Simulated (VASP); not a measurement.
# Sr (Cmcm) in VASP: further runs, part 2 of 2

VASP 6.6.1.

**3. Single point, PBE**

This run uses another cell than the first one, of the same volume but with other edges.

INCAR reads:

```
SYSTEM = Sr
PREC = Accurate
ENCUT = 520
EDIFF = 1E-6
ISMEAR = 0
SIGMA = 0.15
LREAL = .False.
LASPH = .True.
NELM = 100
ALGO = Fast
ISIF = 2
LWAVE = .False.
LCHARG = .False.
GGA = PE
NBANDS = 17
```

KPOINTS reads:

```
regular mesh
0
Gamma
  12 12 6
  0 0 0
```

POSCAR reads:

```
Sr
1.0
    3.7983033587      0.0000000000      0.0000000000
   -1.8991516794      4.1025440359      0.0000000000
    0.0000000000      0.0000000000      7.0133159835
Sr
2
Direct
    0.3333333333      0.6666666667      0.2500000000
    0.6666666667      0.3333333333      0.7500000000
```

Potentials or basis: VASP PAW PBE potentials, release 64 (Sr_sv).

Launch:

```bash
cat potpaw_PBE.64/Sr_sv/POTCAR > POTCAR
mpirun -np 1 vasp_std > vasp.out
```

OUTCAR:

```text
SYSTEM = Sr
   PREC = Accurate
   ENCUT = 520
   EDIFF = 1E-6
   ISMEAR = 0
   LREAL = .False.
   LASPH = .True.
   NELM = 100
   ISIF = 2
   GGA = PE

 ion  position               nearest neighbor table
   1  0.333  0.667  0.250-   2 4.22   2 4.22   2 4.22   2 4.22   2 4.45   2 4.45
   2  0.667  0.333  0.750-   1 4.22   1 4.22   1 4.22   1 4.22   1 4.45   1 4.45

  LATTYP: Found a base centered orthorhombic cell.
 ALAT       =     3.7983033587
 B/A-ratio  =     2.1601981982
 C/A-ratio  =     1.8464338735

  Lattice vectors:

 A1 = (   1.8991516794,  -4.1025440359,   0.0000000000)
 A2 = (   1.8991516793,   4.1025440359,   0.0000000000)
 A3 = (   0.0000000000,   0.0000000000,   7.0133159835)

Analysis of symmetry for initial positions (statically):
=====================================================================
 Subroutine PRICEL returns:
 Original cell was already a primitive cell.

 Routine SETGRP: Setting up the symmetry group for a
 base centered orthorhombic supercell.

 Subroutine GETGRP returns: Found  8 space group operations
 (whereof  4 operations were pure point group operations)
 out of a pool of  8 trial point group operations.

The static configuration has the point symmetry C_2h.
[... 166 lines left out ...]
 val. band max:        1.5495393329   @ k =   0.2500   0.2500   0.0000
 cond. band min:       1.5585504290   @ k =   0.2500   0.2500   0.1667
 fundamental gap:      0.0090110961
 Fermi energy:         1.5515292241

 k-point     1 :       0.0000    0.0000    0.0000
  band No.  band energies     occupation
      1     -35.0443      2.00000
      2     -35.0307      2.00000
      3     -17.1192      2.00000
      4     -16.9699      2.00000
      5     -16.9442      2.00000
      6     -16.9246      2.00000
[... 457 lines left out ...]
      4     -17.1899      2.00000
      5     -16.9980      2.00000
      6     -16.9873      2.00000
[... 9 lines left out ...]
     16       5.1606      0.00000
     17       5.7895      0.00000

 [... further k-points ...]

------------------------ aborting loop because EDIFF is reached ----------------------------------------

  FORCE on cell =-STRESS in cart. coord.  units (eV):
  Direction    XX          YY          ZZ          XY          YZ          ZX
  --------------------------------------------------------------------------------------
  -------------------------------------------------------------------------------------
  Total        2.3385922     -1.3262171     -0.1699107      0.0000000     -0.0000000      0.0000000
  in kB       34.2845756    -19.4428041     -2.4909494      0.0000000     -0.0000000      0.0000000
  external PRESSURE =       4.1169407 kB  Pullay stress =       0.0000000 kB

 VOLUME and BASIS-vectors are now :
 -----------------------------------------------------------------------------
  energy-cutoff  :      520.00
  volume of cell :      109.29
      direct lattice vectors                 reciprocal lattice vectors
     3.798303359  0.000000000  0.000000000     0.263275443  0.121875596  0.000000000
    -1.899151679  4.102544036  0.000000000     0.000000000  0.243751192  0.000000000
     0.000000000  0.000000000  7.013315984     0.000000000  0.000000000  0.142585904

 POSITION                                       TOTAL-FORCE (eV/Angst)
 -----------------------------------------------------------------------------------
     -0.00000      2.73503      1.75333        -0.000000      0.181063      0.000000
      1.89915      1.36751      5.25999         0.000000     -0.181063     -0.000000
 -----------------------------------------------------------------------------------
    total drift:                                0.000000     -0.000000     -0.000000

  FREE ENERGIE OF THE ION-ELECTRON SYSTEM (eV)
  ---------------------------------------------------
  free  energy   TOTEN  =        -3.0918240267 eV

  energy  without entropy=       -3.0555637835  energy(sigma->0) =       -3.07369391
```

Wall time 2.5 min (1 thread of Intel Xeon 6975P-C (Granite Rapids), shared host); peak memory 0.41 GiB.

Results:

* Free energy: -3.0918 eV
* Pressure: 0.4 GPa
* Largest force: 0.181 eV/Å
* Band gap on the k mesh: zero (bands 10 and 11 overlap by 0.27 eV)

Forces in eV/Å, atoms in the order of the input:
```
Sr   0.000  0.181  0.000
Sr   0.000 -0.181  0.000
```

Levels at points of the mesh, in eV from the Fermi level:
```
           k point  band 6  band 7  band 8  band 9  band 10  band 11  band 12  band 13  band 14  band 15
(0.00, 0.00, 0.00)  -18.48  -18.46  -18.44   -3.59    -1.11     0.08     1.38     1.82     2.25     2.81
(0.50, 0.00, 0.00)  -18.53  -18.51  -18.50   -0.74    -0.19     0.11     0.40     1.23     2.20     2.22
(0.00, 0.50, 0.00)  -18.51  -18.48  -18.44   -1.54    -0.91     0.07     0.18     1.01     1.39     3.25
(0.00, 0.00, 0.50)  -18.50  -18.45  -18.45   -2.66    -2.66     1.23     1.23     1.46     1.46     3.41
(0.50, 0.00, 0.50)  -18.53  -18.51  -18.51   -0.57    -0.57     0.57     0.57     1.47     1.47     2.73
(0.00, 0.50, 0.50)  -18.53  -18.46  -18.46   -1.11    -1.11    -0.10    -0.10     1.17     1.17     3.95
```

Caveat: the cell differs from its parent crystal (strain +e along x and -e along y -0.1100, strain +e along z and -e/2 along x and y +0.0000); the stress differs along the axes, from -2 to 3 GPa.
